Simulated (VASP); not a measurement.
# Si (P6_3/mmc) in VASP: a series of runs

The runs below take Si through dielectric tensor, vibrations by perturbation theory, with PBE, PBEsol.

All numbers are computed with VASP 6.6.1; they aren't measurements. Logs are shortened: lines on timing, memory, paths and dates and some standing lists are left out, and cuts for length are marked.

## 1. The cell of the first run

The structure is hexagonal, space group P6_3/mmc (No. 194). Conventional cell: a = 3.832 Å, b = 3.832 Å, c = 6.341 Å, α = 90.00°, β = 90.00°, γ = 120.00°. Si (site symmetry 3m) has 4 Si at 2.35 to 2.37 Å within 3.1 Å.

This isn't the form of Si at room conditions, which is diamond.

## 2. Dielectric tensor, PBE

Input file INCAR:

```
SYSTEM = Si
PREC = Accurate ; ENCUT = 520
EDIFF = 1E-8 ; ISMEAR = 0
SIGMA = 0.01 ; LREAL = .FALSE.
LASPH = .TRUE. ; NELM = 80
ALGO = Normal ; ISIF = 2
LWAVE = .FALSE. ; LCHARG = .FALSE.
GGA = PE ; LEPSILON = .TRUE.
```

Input file KPOINTS:

```
Automatic mesh
0
G
  6 6 4
  0 0 0
```

Input file POSCAR:

```
Si
1.0
    3.8321296558      0.0000000000      0.0000000000
   -1.9160648279      3.3187216325      0.0000000000
    0.0000000000      0.0000000000      6.3412164343
Si
4
Direct
    0.3333333333      0.6666666667      0.0005609359
    0.6666666667      0.3333333333      0.5005609359
    0.3333333333      0.6666666667      0.3744390641
    0.6666666667      0.3333333333      0.8744390641
```

Potentials or basis: VASP PAW PBE potentials, release 64 (Si).

Run with:

```
> cat potpaw_PBE.64/Si/POTCAR > POTCAR
> mpirun -np 1 vasp_std > vasp.out
```

OUTCAR:

```text
SYSTEM = Si
   PREC = Accurate
   ENCUT = 520
   EDIFF = 1E-8
   ISMEAR = 0
   LREAL = .FALSE.
   LASPH = .TRUE.
   NELM = 80
   ISIF = 2
   GGA = PE
   LEPSILON = .TRUE.

 ion  position               nearest neighbor table
   1  0.333  0.667  0.001-   4 2.35   4 2.35   4 2.35   3 2.37
   2  0.667  0.333  0.501-   3 2.35   3 2.35   3 2.35   4 2.37
   3  0.333  0.667  0.374-   2 2.35   2 2.35   2 2.35   1 2.37
   4  0.667  0.333  0.874-   1 2.35   1 2.35   1 2.35   2 2.37

  LATTYP: Found a hexagonal cell.
 ALAT       =     3.8321296558
 C/A-ratio  =     1.6547499703

  Lattice vectors:

 A1 = (   3.8321296558,   0.0000000000,   0.0000000000)
 A2 = (  -1.9160648279,   3.3187216325,   0.0000000000)
 A3 = (   0.0000000000,   0.0000000000,   6.3412164343)

Analysis of symmetry for initial positions (statically):
=====================================================================
 Subroutine PRICEL returns:
 Original cell was already a primitive cell.

 Routine SETGRP: Setting up the symmetry group for a
 hexagonal supercell.

 Subroutine GETGRP returns: Found 24 space group operations
 (whereof  6 operations were pure point group operations)
 out of a pool of 24 trial point group operations.

The static configuration has the point symmetry C_3v.
 The point group associated with its full space group is D_6h.

Analysis of symmetry for dynamics (positions and initial velocities):
=====================================================================
 Subroutine PRICEL returns:
 Original cell was already a primitive cell.

 Routine SETGRP: Setting up the symmetry group for a
 hexagonal supercell.

 Subroutine GETGRP returns: Found 24 space group operations
 (whereof  6 operations were pure point group operations)
 out of a pool of 24 trial point group operations.

The dynamic configuration has the point symmetry C_3v.
 The point group associated with its full space group is D_6h.

 Subroutine INISYM returns: Found 24 space group operations
 (whereof  6 operations are pure point group operations),
 and found     1 'primitive' translations

----------------------------------------------------------------------------------------

                                     Primitive cell

  volume of cell :      80.6461

  direct lattice vectors                    reciprocal lattice vectors
     3.832129656  0.000000000  0.000000000     0.260951505  0.150660422  0.000000000
    -1.916064828  3.318721632  0.000000000     0.000000000  0.301320843  0.000000000
     0.000000000  0.000000000  6.341216434     0.000000000  0.000000000  0.157698450

  length of vectors
     3.832129656  3.832129656  6.341216434     0.301320843  0.301320843  0.157698450

  position of ions in fractional coordinates (direct lattice)
     0.333333333  0.666666667  0.000560936
     0.666666667  0.333333333  0.500560936
     0.333333333  0.666666667  0.374439064
     0.666666667  0.333333333  0.874439064

  ion indices of the primitive-cell ions
   primitive index   ion index
                 1           1
                 2           2
                 3           3
                 4           4

----------------------------------------------------------------------------------------

 KPOINTS: Automatic mesh

Automatic generation of k-mesh.
 Grid dimensions read from file:
 generate k-points for:    6    6    4

 Generating k-lattice:

  Cartesian coordinates                     Fractional coordinates (reciprocal lattice)
     0.043491917  0.025110070  0.000000000     0.166666667 -0.000000000  0.000000000
[... 95 lines left out ...]

 number of electron      16.0000000 magnetization

 E-fermi :   6.0575     XC(G=0):  -9.3745

 val. band max:        6.0157802902   @ k =   0.0000   0.0000   0.0000
 cond. band min:       6.4402249921   @ k =   0.5000  -0.0000   0.0000
 fundamental gap:      0.4244447018
 Fermi energy:         6.0575413114

 k-point     1 :       0.0000    0.0000    0.0000
  band No.  band energies     occupation
      1      -6.1648      2.00000
      2      -3.8916      2.00000
      3      -1.1919      2.00000
      4       4.5058      2.00000
      5       4.5058      2.00000
      6       5.6569      2.00000
      7       6.0158      2.00000
      8       6.0158      2.00000
      9       7.0547      0.00000
     10       8.0230      0.00000
     11       8.0230      0.00000
     12       8.3366      0.00000
[... 286 lines left out ...]
 k-point    21 :       0.3333    0.3333    0.5000
  band No.  band energies     occupation
      1      -2.7282      2.00000
      2      -2.7282      2.00000
      3      -1.3930      2.00000
      4      -1.3930      2.00000
      5       1.5475      2.00000
      6       1.5475      2.00000
      7       4.0198      2.00000
      8       4.0198      2.00000
      9       7.5700      0.00000
     10       7.5700      0.00000
     11       9.6201      0.00000
     12       9.6201      0.00000

  FORCE on cell =-STRESS in cart. coord.  units (eV):
  Direction    XX          YY          ZZ          XY          YZ          ZX
  --------------------------------------------------------------------------------------
  -------------------------------------------------------------------------------------
  Total        0.6946492      0.6946492      0.4816669      0.0000000     -0.0000000      0.0000000
  in kB       13.8004276     13.8004276      9.5691587      0.0000000     -0.0000000      0.0000000
  external PRESSURE =      12.3900046 kB  Pullay stress =       0.0000000 kB

 VOLUME and BASIS-vectors are now :
 -----------------------------------------------------------------------------
  energy-cutoff  :      520.00
  volume of cell :       80.65
      direct lattice vectors                 reciprocal lattice vectors
     3.832129656  0.000000000  0.000000000     0.260951505  0.150660422  0.000000000
    -1.916064828  3.318721632  0.000000000     0.000000000  0.301320843  0.000000000
     0.000000000  0.000000000  6.341216434     0.000000000  0.000000000  0.157698450

 POSITION                                       TOTAL-FORCE (eV/Angst)
 -----------------------------------------------------------------------------------
     -0.00000      2.21248      0.00356        -0.000000      0.000000     -0.011829
      1.91606      1.10624      3.17417         0.000000      0.000000     -0.011829
     -0.00000      2.21248      2.37440        -0.000000     -0.000000      0.011829
      1.91606      1.10624      5.54501         0.000000     -0.000000      0.011829
 -----------------------------------------------------------------------------------
    total drift:                               -0.000000      0.000000     -0.000000

  FREE ENERGIE OF THE ION-ELECTRON SYSTEM (eV)
  ---------------------------------------------------
  free  energy   TOTEN  =       -21.6255132441 eV

  energy  without entropy=      -21.6255132441  energy(sigma->0) =      -21.62551324

 HEAD OF MICROSCOPIC STATIC DIELECTRIC TENSOR (INDEPENDENT PARTICLE, excluding Hartree and local field effects)
 ------------------------------------------------------
          16.046948     0.000000     0.000000
           0.000000    16.046948     0.000000
           0.000000    -0.000000    13.968996
 ------------------------------------------------------

 Free energy of the ion-electron system (eV)
  ---------------------------------------------------
  ---------------------------------------------------
  free energy    TOTEN  =        -3.41542699 eV

  energy without entropy =       -3.41542699

------------------------ aborting loop because EDIFF is reached ----------------------------------------

--------------------------------------- Ionic step        2  -------------------------------------------

------------------------ aborting loop because EDIFF is reached ----------------------------------------

--------------------------------------- Ionic step        3  -------------------------------------------

 Free energy of the ion-electron system (eV)
  ---------------------------------------------------
  ---------------------------------------------------
  free energy    TOTEN  =        -2.95023863 eV

  energy without entropy =       -2.95023863

------------------------ aborting loop because EDIFF is reached ----------------------------------------

 PIEZOELECTRIC TENSOR FIELD DIRECTION 3  (e Angst)
 -----------------------------------------------------------------------------
    -0.01201 -0.00000 -0.00000           (  0.00000 -0.00000  0.00000)
     0.00000 -0.01201  0.00000           (  0.00000  0.00000  0.00000)
    -0.00000 -0.00000  0.02443           (  0.00000  0.00000  0.00001)

 PIEZOELECTRIC TENSOR FIELD DIRECTION 3  (C/m^2)
 -----------------------------------------------------------------------------
    -0.00239 -0.00000 -0.00000
     0.00000 -0.00239  0.00000
    -0.00000 -0.00000  0.00485

 MACROSCOPIC STATIC DIELECTRIC TENSOR (including local field effects in DFT)
 ------------------------------------------------------
          15.324735     0.000000     0.000000
           0.000000    15.324735    -0.000000
           0.000000     0.000000    13.352175
 ------------------------------------------------------

 PIEZOELECTRIC TENSOR (including local field effects)  for field in x, y, z        (e  Angst)
          XX          YY          ZZ          XY          YZ          ZX
  --------------------------------------------------------------------------------
  x     0.00000    -0.00000     0.00000    -0.00000     0.00000     0.00000
  y    -0.00000     0.00000    -0.00000    -0.00000     0.00000     0.00000
  z    -0.00000     0.00000    -0.00000     0.00000     0.00000     0.00000

 PIEZOELECTRIC TENSOR (including local field effects)  for field in x, y, z        (C/m^2)
          XX          YY          ZZ          XY          YZ          ZX
  --------------------------------------------------------------------------------
  x     0.00000    -0.00000     0.00000    -0.00000     0.00000     0.00000
  y    -0.00000     0.00000    -0.00000    -0.00000     0.00000     0.00000
  z    -0.00000     0.00000    -0.00000     0.00000     0.00000     0.00000

 BORN EFFECTIVE CHARGES (including local field effects) (in |e|, cummulative output)
 ---------------------------------------------------------------------------------
 ion    1
    1    -0.00000     0.00000    -0.00000
    2     0.00000     0.00000     0.00000
    3    -0.00000     0.00000     0.00000
 ion    2
    1    -0.00000     0.00000     0.00000
    2     0.00000     0.00000     0.00000
    3     0.00000    -0.00000    -0.00000
 ion    3
    1    -0.00000     0.00000     0.00000
    2    -0.00000     0.00000     0.00000
    3     0.00000     0.00000     0.00000
 ion    4
    1    -0.00000     0.00000     0.00000
    2     0.00000     0.00000     0.00000
    3     0.00000    -0.00000    -0.00000
```

Run time: 2 min. Hardware: 1 thread of AMD EPYC 9R45 (Zen 5), shared host; peak memory 0.23 GiB.

Results:

```yaml
Band_gap_on_the_k_mesh: 0.42 eV (least direct gap 1.04 eV)
Electronic_dielectric_tensor_diagonal: 15.32, 15.32, 13.35
Born_charges_mean_of_the_diagonal: Si +0.00 e
```

Electronic dielectric tensor:
```
15.32  0.00  0.00
 0.00 15.32  0.00
 0.00  0.00 13.35
```

Born effective charge tensors (e):
atom 1, Si
```
0.00 0.00 0.00
0.00 0.00 0.00
0.00 0.00 0.00
```
atom 2, Si
```
0.00 0.00 0.00
0.00 0.00 0.00
0.00 0.00 0.00
```
atom 3, Si
```
0.00 0.00 0.00
0.00 0.00 0.00
0.00 0.00 0.00
```
atom 4, Si
```
0.00 0.00 0.00
0.00 0.00 0.00
0.00 0.00 0.00
```

Caveat: the gap is small at this level, which inflates the dielectric constant. A k mesh can miss the band edges.

## 3. Vibrations by perturbation theory, PBEsol

This run uses another cell than the first one, of 20.03 Å³/atom.

Input file INCAR:

```
SYSTEM = Si
ALGO     = Normal         ! electronic algorithm
EDIFF    = 1E-8           ! SCF threshold, eV
ENCUT    = 520            ! plane-wave cutoff, eV
GGA      = PS             ! functional
IBRION   = 8              ! ionic algorithm
ISIF     = 2              ! what is computed and relaxed
ISMEAR   = 0              ! smearing method
LASPH    = .TRUE.         ! aspherical terms in the spheres
LCHARG   = .TRUE.         ! write CHGCAR
LEPSILON = .TRUE.         ! dielectric tensor by DFPT
LREAL    = .FALSE.        ! projectors in reciprocal space
LWAVE    = .FALSE.        ! write WAVECAR
NBANDS   = 16             ! bands
NELM     = 60             ! most SCF steps
NSW      = 1              ! ionic steps
PREC     = Accurate       ! precision mode
SIGMA    = 0.01           ! smearing width, eV
```

Input file KPOINTS:

```
k-points
0
G
  6 6 4
  0 0 0
```

Input file POSCAR:

```
Si
1.0
    3.8249232268      0.0000000000      0.0000000000
   -1.9124616134      3.3124806819      0.0000000000
    0.0000000000      0.0000000000      6.3234950769
Si
4
Direct
    0.3333333333      0.6666666667      0.0004883870
    0.6666666667      0.3333333333      0.5004883870
    0.3333333333      0.6666666667      0.3745116130
    0.6666666667      0.3333333333      0.8745116130
```

Potentials or basis: VASP PAW PBE potentials, release 64 (Si).

Run with:

```
> cat potpaw_PBE.64/Si/POTCAR > POTCAR
> mpirun -np 1 vasp_std > vasp.out
```

OUTCAR:

```text
SYSTEM = Si
   EDIFF = 1E-8
   ENCUT = 520
   GGA = PS
   IBRION = 8
   ISIF = 2
   ISMEAR = 0
   LASPH = .TRUE.
   LEPSILON = .TRUE.
   LREAL = .FALSE.
   NELM = 60
   NSW = 1
   PREC = Accurate

 ion  position               nearest neighbor table
   1  0.333  0.667  0.000-   4 2.35   4 2.35   4 2.35   3 2.37
   2  0.667  0.333  0.500-   3 2.35   3 2.35   3 2.35   4 2.37
[... 824 lines left out ...]
             X         Y         Z           dx          dy          dz
     -0.000000  2.208320  0.003088     0.005072   -0.006022   -0.499938
      1.912462  1.104160  3.164836     0.005072   -0.006022   -0.499938
     -0.000000  2.208320  2.368222     0.005072   -0.006022   -0.499938
      1.912462  1.104160  5.529970     0.005072   -0.006022   -0.499938

--------------------------------------------------------------------------------------------------------

 MACROSCOPIC STATIC DIELECTRIC TENSOR IONIC CONTRIBUTION
 ------------------------------------------------------
           0.000000    -0.000000     0.000000
          -0.000000     0.000000    -0.000000
           0.000000    -0.000000     0.000000
 ------------------------------------------------------

 ELASTIC MODULI CONTR FROM IONIC RELAXATION (kBar)
 Direction    XX          YY          ZZ          XY          YZ          ZX
 --------------------------------------------------------------------------------
 XX        -310.3020     99.5544    189.7667      0.0000     -0.0000     -0.0000
 YY          99.5544   -310.3020    189.7667     -0.0000      0.0000      0.0000
 ZZ         189.7667    189.7667   -341.7490     -0.0000     -0.0000     -0.0000
 XY           0.0000     -0.0000     -0.0000   -204.9282     -0.0000     -0.0000
 YZ          -0.0000     -0.0000     -0.0000     -0.0000   -125.4900      0.0000
 ZX          -0.0000      0.0000     -0.0000     -0.0000      0.0000   -141.2942
 --------------------------------------------------------------------------------

 PIEZOELECTRIC TENSOR IONIC CONTR  for field in x, y, z        (C/m^2)
          XX          YY          ZZ          XY          YZ          ZX
  --------------------------------------------------------------------------------
  x    -0.00000    -0.00000     0.00000     0.00000     0.00000    -0.00000
  y    -0.00000     0.00000    -0.00000     0.00000    -0.00000    -0.00000
  z    -0.00000    -0.00000     0.00000    -0.00000     0.00000     0.00000
```

stdout:

```text
POSCAR found type information on POSCAR Si
 POSCAR found :  1 types and       4 ions
 scaLAPACK will be used
 -----------------------------------------------------------------------------
|                                                                             |
|                                                                             |
[... 39 lines left out ...]
 first order change of Fermi-energy  -0.61963E-03
 force on displaced ion       1 direction 1 : -13.054  -0.003   0.000
 Born effective charge ion    1 direction 1 :  -0.305  -0.000   0.000
 Linear response progress:
 first order change of Fermi-energy   0.89302E-01
 force on displaced ion       1 direction 3 :  -0.000   0.000 -14.456
 Born effective charge ion    1 direction 3 :   0.000   0.000   0.035
 Born effective charges drift removed
 Linear response finished
```

Run time: 3.8 min. Hardware: 1 thread of AMD EPYC 9R45 (Zen 5), shared host; peak memory 0.32 GiB.

Results:

| Property | Result |
| --- | --- |
| Electronic dielectric tensor (diagonal) | 16.07, 16.07, 13.77 |
| Born charges (mean of the diagonal) | Si +0.00 e |
| Highest phonon frequency at Γ | 506 cm⁻¹ |

Phonon frequencies in cm⁻¹ (negative: imaginary):
| q point | frequencies |
| --- | --- |
| (0.000, 0.000, 0.000) | 0 0 0 90 90 370 412 491 491 504 506 506 |

Electronic dielectric tensor:
```
16.07  0.00  0.00
 0.00 16.07  0.00
 0.00  0.00 13.77
```

Born effective charge tensors (e):
atom 1, Si
```
0.00 0.00 0.00
0.00 0.00 0.00
0.00 0.00 0.00
```
atom 2, Si
```
0.00 0.00 0.00
0.00 0.00 0.00
0.00 0.00 0.00
```
atom 3, Si
```
0.00 0.00 0.00
0.00 0.00 0.00
0.00 0.00 0.00
```
atom 4, Si
```
0.00 0.00 0.00
0.00 0.00 0.00
0.00 0.00 0.00
```

Caveat: the PAW data sets were made with another functional, which shifts forces and pressure a little.
